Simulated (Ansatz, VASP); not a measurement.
## ZnS in VASP and in Ansatz

```
Zn S
1.0
     3.81100    0.00000    0.00000
    -1.90550    3.30042    0.00000
     0.00000    0.00000    6.35868
Zn S
2 2
Direct
  0.66667 0.33333 0.50000
  0.33333 0.66667 0.00000
  0.66667 0.33333 0.88500
  0.33333 0.66667 0.38500
```

Alike in both runs: task single point; functional PBEsol; k mesh 7 × 7 × 4; occupations fermi-dirac, width 0.05 eV; no spin polarisation.

```csv
,VASP,Ansatz
version,VASP 6.6.1,Ansatz 0.2.0
potentials or method,"VASP PAW PBE potentials, release 64 (Zn, S)",Ansatz PAW
plane-wave cutoff (eV),520,420
valence electrons in the cell,36,36
```

|  | VASP | Ansatz | Ansatz less VASP |
| --- | --- | --- | --- |
| gap on the k mesh at the Fermi level (eV) | 2.01 | 2.00 | -0.004 |
| least direct gap on the mesh (eV) | 2.01 | 2.00 | -0.004 |
| pressure (GPa) | -2.3 | -2.5 | -0.18 |
| traceless stress, the component that is largest in VASP (GPa) | -2.54 | -2.51 | +0.026 |
| rms of the force components (eV/Å) | 0.204 | 0.202 | -0.0021 |

VASP's potentials were made for PBE, not for PBEsol. Atom by atom the forces differ by 0.002 eV/Å (rms over components).

Noted on Ansatz's run: odd divisions of the mesh miss points on the zone boundary, where band edges often lie, so the gap on the mesh can be too wide.
